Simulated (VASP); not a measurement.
Runs of VASP 6.6.1 on C. The structure is that of space group Fddd (No. 70), or close to it. The cells are those of the table. 

```tsv
cell	gap on the mesh (eV)	pressure (GPa)
a = 2.718, b = 2.341, c = 2.550 Å, angles 67.4, 52.6, 60.0°, 2 atoms	none	(b)
a = 2.452, b = 2.594, c = 2.526 Å, angles 57.2, 62.8, 60.0°, 2 atoms	2.19	-1.5
a = 2.362, b = 2.693, c = 2.544 Å, angles 53.5, 66.5, 60.0°, 2 atoms	none	6.8
a = 2.384, b = 2.668, c = 2.538 Å, angles 54.5, 65.5, 60.0°, 2 atoms	0.07	(a)
```

Alike in all rows: task single point; level r2SCAN; potentials or basis VASP PAW PBE potentials, release 64 (C_h); no spin polarisation; k mesh 12 × 12 × 12; cutoff (eV) 910; smearing gaussian 0.05 eV.

Task: Estimate the missing entries.

Result: (a) 4.0; (b) 10.0.

Caveats: the cutoff is under 1.25 times the usual one of these potentials, so pressure, stress and relaxed cells hold a basis-set (Pulay) error; the PAW data sets were made with another functional, which shifts forces and pressure a little; the cell stands under pressure (at least some runs).

A k mesh can miss the band edges.

A gap of «none» marks levels without a gap at the run's occupations.
